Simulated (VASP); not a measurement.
Wanted: the native input for a VASP 6.6.1 run.

```yaml
Task: single point
Functional: PBEsol
Potentials_or_basis: VASP PAW PBE potentials, release 64 (Pt, C)
Cutoff: 520 eV
k_mesh: 10 × 7 × 1
Occupations: gaussian, width 0.1 eV
Spin: collinear spin
Starting_moments: "[0.0, 0.0, 0.0, 0.0, 2.0] μB"
Dipole_correction: yes
Further_INCAR_settings: ALGO = Normal; EDIFF = 1e-06; NBANDS = 34; NELMDL = -8
```

The structure of Pt4C lies in POSCAR:

```
Pt4C
1.0
    2.7704032196      0.0000000000      0.0000000000
    0.0000000000      3.9179418064      0.0000000000
    0.0000000000      0.0000000000     21.0969749094
Pt C
4 1
Direct
    0.5000000000      0.5000000000      0.1896006426
    0.0000000000      0.0000000000      0.2552594214
    0.5000000000      0.5000000000      0.3256256435
    0.0000000000      0.0000000000      0.3837979115
    0.0000000000      0.1666666667      0.5672365332
```

These files were run (other wordings do the same):

INCAR

```
SYSTEM = Pt4C
PREC = Accurate
ENCUT = 520
EDIFF = 1E-6
ISMEAR = 0
SIGMA = 0.1
LREAL = .FALSE.
LASPH = .TRUE.
NELM = 200
ALGO = Normal
ISIF = 2
LWAVE = .FALSE.
LCHARG = .FALSE.
ISPIN = 2
MAGMOM = 0 0 0 0 2
LORBIT = 11
LMAXMIX = 4
LDIPOL = .TRUE.
IDIPOL = 3
DIPOL = 0.5 0.5 0.344
GGA = PS
NBANDS = 34
GGA_COMPAT = .FALSE.
NELMDL = -8
```

KPOINTS

```
regular mesh
0
G
  10 7 1
  0 0 0
```

Potentials or basis: VASP PAW PBE potentials, release 64 (Pt, C).

The run is started by

```sh
$ cat potpaw_PBE.64/Pt/POTCAR potpaw_PBE.64/C/POTCAR > POTCAR
$ mpirun -np 1 vasp_std > vasp.out
```

Results of the run:

```
Largest force                                         : 1.035 eV/Å
Net moment                                            : 1.66 μB per cell
Site moments                                          : Pt -0.03, -0.05, -0.02, -0.08; C +0.89 μB
Valence electrons inside the program's atomic spheres : Pt 9.00, 9.15, 9.20, 9.09; C 1.96
```

Caveat: the PAW data sets were made with another functional, which shifts forces and pressure a little.

It took 16 min on 1 thread of Intel(R) Xeon(R) Platinum 8259CL CPU @ 2.50GHz (Skylake/Cascade Lake), with other jobs on the host, peak memory 0.58 GiB.
